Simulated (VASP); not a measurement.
# Ir (Fm-3m) in VASP: notebook

The runs below take Ir through single point, with r2SCAN.

All numbers are computed with VASP 6.6.1; they aren't measurements. Logs are shortened: lines on timing, memory, paths and dates and some standing lists are left out, and cuts for length are marked.

### 1 The cell of the first run

Symmetry: Fm-3m, No. 225, cubic system. Conventional cell: a = 3.846 Å, b = 3.846 Å, c = 3.846 Å, α = 90.00°, β = 90.00°, γ = 90.00°. Within 3.6 Å of Ir (site symmetry m-3m) lie 12 Ir at 2.72 Å.

### 2 Single point, r2SCAN

File POSCAR:

```
Ir
1.0
    0.0000000000      1.9228496764      1.9228496764
    1.9228496764      0.0000000000      1.9228496764
    1.9228496764      1.9228496764      0.0000000000
Ir
1
Direct
    0.0000000000      0.0000000000      0.0000000000
```

File INCAR.step1:

```
PREC = Accurate
ENCUT = 520
ISMEAR = -1
SIGMA = 0.01
LREAL = F
LASPH = T
NELM = 100
NBANDS = 10
GGA = PE
ALGO = Normal
EDIFF = 1E-4
LWAVE = T
LCHARG = F
```

File INCAR.step2:

```
PREC = Accurate
ENCUT = 520
EDIFF = 1E-7
ISMEAR = -1
SIGMA = 0.01
LREAL = F
LASPH = T
NELM = 100
ALGO = Normal
ISIF = 2
LWAVE = F
LCHARG = F
METAGGA = R2SCAN
LMIXTAU = T
NBANDS = 10
ISTART = 1
```

File KPOINTS:

```
regular mesh
0
Gamma
  14 14 14
```

Potentials or basis: VASP PAW PBE potentials, release 64 (Ir).

On the command line:

```
$ cat potpaw_PBE.64/Ir/POTCAR > POTCAR
$ cp INCAR.step1 INCAR
$ mpirun -np 1 vasp_std > vasp.out
$ cp INCAR.step2 INCAR
$ mpirun -np 1 vasp_std > vasp.out
```

OUTCAR:

```text
PREC = Accurate
   ENCUT = 520
   EDIFF = 1E-7
   ISMEAR = -1
   LREAL = F
   LASPH = T
   NELM = 100
   ISIF = 2
   METAGGA = R2SCAN
   ISTART = 1

 ion  position               nearest neighbor table
   1  0.000  0.000  0.000-

  LATTYP: Found a face centered cubic cell.
 ALAT       =     3.8456993528

  Lattice vectors:

 A1 = (   0.0000000000,   1.9228496764,   1.9228496764)
 A2 = (   1.9228496764,   0.0000000000,   1.9228496764)
 A3 = (   1.9228496764,   1.9228496764,   0.0000000000)

Analysis of symmetry for initial positions (statically):
=====================================================================
 Subroutine PRICEL returns:
 Original cell was already a primitive cell.

 Routine SETGRP: Setting up the symmetry group for a
 face centered cubic supercell.

 Subroutine GETGRP returns: Found 48 space group operations
 (whereof 48 operations were pure point group operations)
 out of a pool of 48 trial point group operations.

The static configuration has the point symmetry O_h .

Analysis of symmetry for dynamics (positions and initial velocities):
=====================================================================
 Subroutine PRICEL returns:
 Original cell was already a primitive cell.

 Routine SETGRP: Setting up the symmetry group for a
 face centered cubic supercell.

 Subroutine GETGRP returns: Found 48 space group operations
 (whereof 48 operations were pure point group operations)
 out of a pool of 48 trial point group operations.

The dynamic configuration has the point symmetry O_h .

 Subroutine INISYM returns: Found 48 space group operations
 (whereof 48 operations are pure point group operations),
 and found     1 'primitive' translations

----------------------------------------------------------------------------------------

                                     Primitive cell

  volume of cell :      14.2189

  direct lattice vectors                    reciprocal lattice vectors
     0.000000000  1.922849676  1.922849676    -0.260030727  0.260030727  0.260030727
     1.922849676  0.000000000  1.922849676     0.260030727 -0.260030727  0.260030727
     1.922849676  1.922849676  0.000000000     0.260030727  0.260030727 -0.260030727

  length of vectors
     2.719320091  2.719320091  2.719320091     0.450386431  0.450386431  0.450386431

[... 79 lines left out ...]
   LREAL  =      F    real-space projection
   EDIFFG = 0.1E-05   stopping-criterion for IOM
   NSW    =      0    number of steps for IOM
   IBRION =     -1    ionic relax: 0-MD 1-quasi-New 2-CG
   NFREE  =      0    steps in history (QN), initial steepest desc. (CG)
   ISIF   =      2    stress and relaxation
   ISYM   =      2    0-nonsym 1-usesym 2-fastsym
   POTIM  = 0.5000    time-step for ionic-motion
   TEBEG  =    0.0;   TEEND  =   0.0 temperature during run
   PSTRESS=    0.0 pullay stress
   NELECT =       9.0000    total number of electrons
   NUPDOWN=      -1.0000    fix difference up-down
   EMIN   =  10.00;   EMAX   =-10.00  energy-range for DOS
   EFERMI =   0.00;   METHOD = LEGACY
   ISMEAR =    -1;   SIGMA  =   0.01  broadening in eV -4-tet -1-fermi 0-gaus
   EFERMI_NEDOS =   21; number of points for ismear=-14 and -15
   IALGO  =     38    algorithm
   IMIX   =      4    mixing-type and parameters
     AMIX     =   0.40;   BMIX     =  1.00
     AMIX_MAG =   1.60;   BMIX_MAG =  1.00
  volume/ion in A,a.u.               =      14.22        95.95
  Fermi-wavevector in a.u.,A,eV,Ry     =   1.405617  2.656231 26.881835  1.975759
  Thomas-Fermi vector in A             =   2.528060
   LORBIT       =      0    0 simple, 1 ext, 2 COOP (PROOUT), +10 PAW based schemes
   METAGGA = R2SCAN    functional components
   LHFCALC =     F    Hartree Fock is set to
   AEXX    =    0.0000 exact exchange contribution
   IVDW    =     0    specifies the selected vdW correction
   LEPSILON=     F    determine dielectric tensor
   LRPA    =     F    only Hartree local field effects (RPA)
 non-spin polarized calculation
  energy-cutoff  :      520.00
  volume of cell :       14.22
 maximum number of plane-waves:       393
   NGX = 11   NGY = 11   NGZ = 11

 number of electron       9.0000000 magnetization

 Free energy of the ion-electron system (eV)
  ---------------------------------------------------
  ext. energy  EPLUGINS =         0.00000000
  ---------------------------------------------------
  free energy    TOTEN  =       -52.35499862 eV

  energy without entropy =      -52.35451240  energy(sigma->0) =      -52.35475551

 E-fermi :   9.9819     XC(G=0): -15.2925

 val. band max:        9.9692123996   @ k =   0.3571   0.2143   0.0000
 cond. band min:       9.9823163983   @ k =   0.4286   0.2857   0.0714
 fundamental gap:      0.0131039987
 Fermi energy:         9.9818992946

 k-point     1 :       0.0000    0.0000    0.0000
  band No.  band energies     occupation
      1      -1.3840      2.00000
      2       6.1210      2.00000
      3       6.1210      2.00000
      4       6.1210      2.00000
      5       8.8078      2.00000
      6       8.8078      2.00000
      7      25.1986      0.00000
      8      31.0363      0.00000
      9      31.0363      0.00000
     10      31.0363      0.00000
[... 287 lines left out ...]
 k-point    24 :       0.2857    0.1429    0.0000
  band No.  band energies     occupation
      1       1.4709      2.00000
      2       4.7167      2.00000
      3       6.4621      2.00000
      4       7.2565      2.00000
      5       8.6366      2.00000
      6       9.8027      2.00000
      7      25.8096      0.00000
      8      28.7440      0.00000
      9      30.9412      0.00000
     10      32.0700      0.00000

 [... further k-points ...]

------------------------ aborting loop because EDIFF is reached ----------------------------------------

  FORCE on cell =-STRESS in cart. coord.  units (eV):
  Direction    XX          YY          ZZ          XY          YZ          ZX
  --------------------------------------------------------------------------------------
  -------------------------------------------------------------------------------------
  Total        0.1982951      0.1982951      0.1982951      0.0000000      0.0000000      0.0000000
  in kB       22.3437717     22.3437717     22.3437717      0.0000000      0.0000000      0.0000000
  external PRESSURE =      22.3437717 kB  Pullay stress =       0.0000000 kB

 VOLUME and BASIS-vectors are now :
 -----------------------------------------------------------------------------
  energy-cutoff  :      520.00
  volume of cell :       14.22
      direct lattice vectors                 reciprocal lattice vectors
     0.000000000  1.922849676  1.922849676    -0.260030727  0.260030727  0.260030727
     1.922849676  0.000000000  1.922849676     0.260030727 -0.260030727  0.260030727
     1.922849676  1.922849676  0.000000000     0.260030727  0.260030727 -0.260030727

 POSITION                                       TOTAL-FORCE (eV/Angst)
 -----------------------------------------------------------------------------------
      0.00000      0.00000      0.00000         0.000000      0.000000      0.000000
 -----------------------------------------------------------------------------------
    total drift:                                0.000000     -0.000000     -0.000000

  FREE ENERGIE OF THE ION-ELECTRON SYSTEM (eV)
  ---------------------------------------------------
  free  energy   TOTEN  =       -52.3549986247 eV

  energy  without entropy=      -52.3545123963  energy(sigma->0) =      -52.35475551
```

OSZICAR.step1:

```text
N       E                     dE             d eps       ncg     rms          rms(c)
DAV:   1     0.495710482262E+02    0.49571E+02   -0.44121E+03  2096   0.822E+02
DAV:   2    -0.846148095206E+01   -0.58033E+02   -0.54938E+02  2134   0.199E+02
DAV:   3    -0.938592600419E+01   -0.92445E+00   -0.91879E+00  2416   0.302E+01
DAV:   4    -0.939446200158E+01   -0.85360E-02   -0.85340E-02  2368   0.268E+00
DAV:   5    -0.939463010939E+01   -0.16811E-03   -0.16810E-03  2350   0.367E-01    0.150E+01
DAV:   6    -0.892447915204E+01    0.47015E+00   -0.81819E-01  2342   0.111E+01    0.615E+00
DAV:   7    -0.883754740778E+01    0.86932E-01   -0.26473E-01  2486   0.582E+00    0.151E+00
DAV:   8    -0.883598708575E+01    0.15603E-02   -0.19749E-03  2244   0.447E-01    0.129E+00
DAV:   9    -0.883140419225E+01    0.45829E-02   -0.29606E-03  2324   0.767E-01    0.449E-02
DAV:  10    -0.883140079090E+01    0.34014E-05   -0.18315E-05  1218   0.483E-02
   1 F= -.88314008E+01 E0= -.88309354E+01  d E =-.930785E-03
```

Run time: 25 s. Hardware: 1 thread of Intel Xeon 6975P-C (Granite Rapids), shared host; peak memory 0.14 GiB.

Results:

| Quantity | Value |
| --- | --- |
| Free energy | -52.3550 eV |
| Pressure | 2.2 GPa |

Caveat: the PAW data sets were made with another functional, which shifts forces and pressure a little; spin-orbit coupling is left out, which moves the levels of the heavy elements.

### 3 Single point, r2SCAN

POSCAR is that of step 2.

File INCAR.step1:

```
ALGO = Normal ; EDIFF = 1E-4
ENCUT = 520 ; GGA = PE
ISMEAR = -1 ; LASPH = T
LCHARG = F ; LREAL = F
LWAVE = T ; NBANDS = 10
NELM = 100 ; PREC = Accurate
SIGMA = 0.03
```

File INCAR.step2:

```
ALGO = Normal ; EDIFF = 1E-6
ENCUT = 520 ; ISIF = 2
ISMEAR = -1 ; ISTART = 1
LASPH = T ; LCHARG = F
LMIXTAU = T ; LREAL = F
LWAVE = F ; METAGGA = R2SCAN
NBANDS = 10 ; NELM = 100
PREC = Accurate ; SIGMA = 0.03
```

File KPOINTS:

```
k-points
0
Gamma
  14 14 14
```

Potentials or basis: VASP PAW PBE potentials, release 64 (Ir).

On the command line:

```
$ cat potpaw_PBE.64/Ir/POTCAR > POTCAR
$ cp INCAR.step1 INCAR
$ mpirun -np 1 vasp_std > vasp.out
$ cp INCAR.step2 INCAR
$ mpirun -np 1 vasp_std > vasp.out
```

OUTCAR:

```text
EDIFF = 1E-6
   ENCUT = 520
   ISIF = 2
   ISMEAR = -1
   ISTART = 1
   LASPH = T
   LREAL = F
   METAGGA = R2SCAN
   NELM = 100
   PREC = Accurate

 ion  position               nearest neighbor table
   1  0.000  0.000  0.000-

  LATTYP: Found a face centered cubic cell.
 ALAT       =     3.8456993528

  Lattice vectors:

 A1 = (   0.0000000000,   1.9228496764,   1.9228496764)
[... 489 lines left out ...]
      8      28.7446      0.00000
      9      30.9411      0.00000
     10      32.0699      0.00000

 [... further k-points ...]

------------------------ aborting loop because EDIFF is reached ----------------------------------------

  FORCE on cell =-STRESS in cart. coord.  units (eV):
  Direction    XX          YY          ZZ          XY          YZ          ZX
  --------------------------------------------------------------------------------------
  -------------------------------------------------------------------------------------
  Total        0.2004670      0.2004670      0.2004670     -0.0000000      0.0000000      0.0000000
  in kB       22.5885039     22.5885039     22.5885039     -0.0000000      0.0000000      0.0000000
  external PRESSURE =      22.5885039 kB  Pullay stress =       0.0000000 kB

 VOLUME and BASIS-vectors are now :
 -----------------------------------------------------------------------------
  energy-cutoff  :      520.00
  volume of cell :       14.22
      direct lattice vectors                 reciprocal lattice vectors
     0.000000000  1.922849676  1.922849676    -0.260030727  0.260030727  0.260030727
     1.922849676  0.000000000  1.922849676     0.260030727 -0.260030727  0.260030727
     1.922849676  1.922849676  0.000000000     0.260030727  0.260030727 -0.260030727

 POSITION                                       TOTAL-FORCE (eV/Angst)
 -----------------------------------------------------------------------------------
      0.00000      0.00000      0.00000         0.000000      0.000000      0.000000
 -----------------------------------------------------------------------------------
    total drift:                                0.000000      0.000000     -0.000000

  FREE ENERGIE OF THE ION-ELECTRON SYSTEM (eV)
  ---------------------------------------------------
  free  energy   TOTEN  =       -52.3569762106 eV

  energy  without entropy=      -52.3525850446  energy(sigma->0) =      -52.35478063
```

OUTCAR.step1:

```text
EDIFF = 1E-4
   ENCUT = 520
   GGA = PE
   ISMEAR = -1
   LASPH = T
   LREAL = F
[... 525 lines left out ...]

 POSITION                                       TOTAL-FORCE (eV/Angst)
 -----------------------------------------------------------------------------------
      0.00000      0.00000      0.00000         0.000000     -0.000000      0.000000
 -----------------------------------------------------------------------------------
    total drift:                                0.000000     -0.000000     -0.000000

  FREE ENERGIE OF THE ION-ELECTRON SYSTEM (eV)
  ---------------------------------------------------
  free  energy   TOTEN  =        -8.8340940147 eV

  energy  without entropy=       -8.8289715418  energy(sigma->0) =       -8.83153278
```

Run time: 22 s. Hardware: 1 thread of Intel Xeon 6975P-C (Granite Rapids), shared host; peak memory 0.14 GiB.

What came out:

```
Free energy : -52.3570 eV
Pressure    : 2.3 GPa
```

Levels at points of the mesh, in eV from the Fermi level:
| k point | band 1 | band 2 | band 3 | band 4 | band 5 | band 6 | band 7 | band 8 |
| --- | --- | --- | --- | --- | --- | --- | --- | --- |
| (0.00, 0.00, 0.00) | -11.37 | -3.87 | -3.87 | -3.87 | -1.18 | -1.18 | 15.21 | 21.05 |
| (0.50, 0.00, 0.00) | -8.26 | -4.02 | -4.02 | -0.59 | 1.03 | 1.03 | 7.71 | 14.84 |
| (0.50, 0.50, 0.00) | -8.05 | -7.47 | 0.93 | 1.66 | 1.66 | 1.88 | 11.10 | 12.41 |

Caveat: the PAW data sets were made with another functional, which shifts forces and pressure a little; spin-orbit coupling is left out, which moves the levels of the heavy elements.

### 4 Single point, r2SCAN

POSCAR is that of step 3.

File INCAR.step1:

```
PREC = Accurate ; ENCUT = 520
ISMEAR = -1 ; SIGMA = 0.2
LREAL = False ; LASPH = True
NELM = 80 ; NBANDS = 10
GGA = PE ; ALGO = Normal
EDIFF = 1E-4 ; LWAVE = True
LCHARG = False
```

File INCAR.step2:

```
PREC = Accurate ; ENCUT = 520
EDIFF = 1E-6 ; ISMEAR = -1
SIGMA = 0.2 ; LREAL = False
LASPH = True ; NELM = 80
ALGO = Normal ; ISIF = 2
LWAVE = False ; LCHARG = True
METAGGA = R2SCAN ; LMIXTAU = True
LELF = True ; LVHAR = True
NBANDS = 10 ; ISTART = 1
```

File KPOINTS:

```
Automatic mesh
0
Gamma
  14 14 14
```

On the command line:

```
$ cat potpaw_PBE.64/Ir/POTCAR > POTCAR
$ cp INCAR.step1 INCAR
$ mpirun -np 1 vasp_std > vasp.out
$ cp INCAR.step2 INCAR
$ mpirun -np 1 vasp_std > vasp.out
```

Wall time 22 s (1 thread of Intel Xeon 6975P-C (Granite Rapids), shared host); peak memory 0.14 GiB.

The run converged. Its results:

| Quantity | Value |
| --- | --- |
| Free energy | -52.4224 eV |
| Pressure | 3.3 GPa |

Levels at points of the mesh, in eV from the Fermi level:
```csv
k point,band 2,band 3,band 4,band 5,band 6,band 7
"(0.00, 0.00, 0.00)",-3.92,-3.92,-3.92,-1.23,-1.23,15.15
"(0.50, 0.00, 0.00)",-4.07,-4.07,-0.65,0.97,0.97,7.66
"(0.50, 0.50, 0.00)",-7.52,0.88,1.60,1.60,1.83,11.05
```

Caveat: the PAW data sets were made with another functional, which shifts forces and pressure a little; spin-orbit coupling is left out, which moves the levels of the heavy elements.

### 5 Single point, r2SCAN

POSCAR is that of step 4.

File INCAR.step1:

```
SYSTEM = Ir
PREC = Accurate ; ENCUT = 520
ISMEAR = -1 ; SIGMA = 0.3
LREAL = .False. ; LASPH = .True.
NELM = 100 ; NBANDS = 10
GGA = PE ; ALGO = Normal
EDIFF = 1E-4 ; LWAVE = .True.
LCHARG = .False.
```

File INCAR.step2:

```
SYSTEM = Ir
PREC = Accurate ; ENCUT = 520
EDIFF = 1E-6 ; ISMEAR = -1
SIGMA = 0.3 ; LREAL = .False.
LASPH = .True. ; NELM = 100
ALGO = Normal ; ISIF = 2
LWAVE = .False. ; LCHARG = .False.
METAGGA = R2SCAN ; LMIXTAU = .True.
NBANDS = 10 ; ISTART = 1
```

File KPOINTS:

```
Automatic mesh
0
Gamma
  14 14 14
  0 0 0
```

On the command line:

```
$ cat potpaw_PBE.64/Ir/POTCAR > POTCAR
$ cp INCAR.step1 INCAR
$ mpirun -np 1 vasp_std > vasp.out
$ cp INCAR.step2 INCAR
$ mpirun -np 1 vasp_std > vasp.out
```

Run time: 21 s. Hardware: 1 thread of Intel Xeon 6975P-C (Granite Rapids), shared host; peak memory 0.13 GiB.

It converged, with:

| Quantity | Value |
| --- | --- |
| Free energy | -52.5017 eV |
| Pressure | 4.9 GPa |

Levels at points of the mesh, in eV from the Fermi level:
| k point | band 1 | band 2 | band 3 | band 4 | band 5 | band 6 | band 7 | band 8 | band 9 |
| --- | --- | --- | --- | --- | --- | --- | --- | --- | --- |
| (0.00, 0.00, 0.00) | -11.43 | -3.91 | -3.91 | -3.91 | -1.22 | -1.22 | 15.16 | 20.99 | 20.99 |
| (0.50, 0.00, 0.00) | -8.31 | -4.07 | -4.07 | -0.65 | 0.98 | 0.98 | 7.67 | 14.78 | 20.82 |
| (0.50, 0.50, 0.00) | -8.10 | -7.52 | 0.89 | 1.61 | 1.61 | 1.83 | 11.06 | 12.35 | 12.35 |

Caveat: the PAW data sets were made with another functional, which shifts forces and pressure a little; spin-orbit coupling is left out, which moves the levels of the heavy elements.

### 6 Single point, r2SCAN

POSCAR is that of step 5.

File INCAR.step1:

```
SYSTEM = Ir
PREC = Accurate ; ENCUT = 520
ISMEAR = -1 ; SIGMA = 0.6
LREAL = .False. ; LASPH = .True.
NELM = 60 ; NBANDS = 10
GGA = PE ; ALGO = Normal
EDIFF = 1E-4 ; LWAVE = .True.
LCHARG = .False.
```

Changes to INCAR.step2 since step 5:

```diff
@@ -3,4 +3,4 @@
 EDIFF = 1E-6 ; ISMEAR = -1
-SIGMA = 0.3 ; LREAL = .False.
-LASPH = .True. ; NELM = 100
+SIGMA = 0.6 ; LREAL = .False.
+LASPH = .True. ; NELM = 60
 ALGO = Normal ; ISIF = 2
```

KPOINTS is that of step 5.

Potentials or basis: VASP PAW PBE potentials, release 64 (Ir).

On the command line:

```
$ cat potpaw_PBE.64/Ir/POTCAR > POTCAR
$ cp INCAR.step1 INCAR
$ mpirun -np 1 vasp_std > vasp.out
$ cp INCAR.step2 INCAR
$ mpirun -np 1 vasp_std > vasp.out
```

It took 24 s on 1 thread of Intel Xeon 6975P-C (Granite Rapids), shared host; peak memory 0.13 GiB.

Results (log left out):

```yaml
Free_energy: -52.9197 eV
Pressure: 12.1 GPa
```

Levels at points of the mesh, in eV from the Fermi level:
| k point | band 2 | band 3 | band 4 | band 5 | band 6 | band 7 |
| --- | --- | --- | --- | --- | --- | --- |
| (0.00, 0.00, 0.00) | -3.91 | -3.91 | -3.91 | -1.20 | -1.20 | 15.13 |
| (0.50, 0.00, 0.00) | -4.06 | -4.06 | -0.68 | 1.00 | 1.00 | 7.67 |
| (0.50, 0.50, 0.00) | -7.52 | 0.91 | 1.62 | 1.62 | 1.82 | 11.05 |

Caveat: the PAW data sets were made with another functional, which shifts forces and pressure a little; spin-orbit coupling is left out, which moves the levels of the heavy elements.

### 7 Overview

| smearing | gap on the mesh (eV) | pressure (GPa) |
| --- | --- | --- |
| fermi-dirac 0.01 eV | none | 2.2 |
| fermi-dirac 0.03 eV | none | 2.3 |
| fermi-dirac 0.2 eV | none | 3.3 |
| fermi-dirac 0.3 eV | none | 4.9 |
| fermi-dirac 0.6 eV | none | 12.1 |

Alike in all rows: task single point; level r2SCAN; potentials or basis VASP PAW PBE potentials, release 64 (Ir); no spin polarisation; cell as given; k mesh 14 × 14 × 14; cutoff (eV) 520.

Every run on the cell as given and a fine mesh finds a metal.

Caveats: the PAW data sets were made with another functional, which shifts forces and pressure a little; spin-orbit coupling is left out, which moves the levels of the heavy elements.

Total energies depend on the potentials used, so only differences within one code and one set of settings carry meaning.
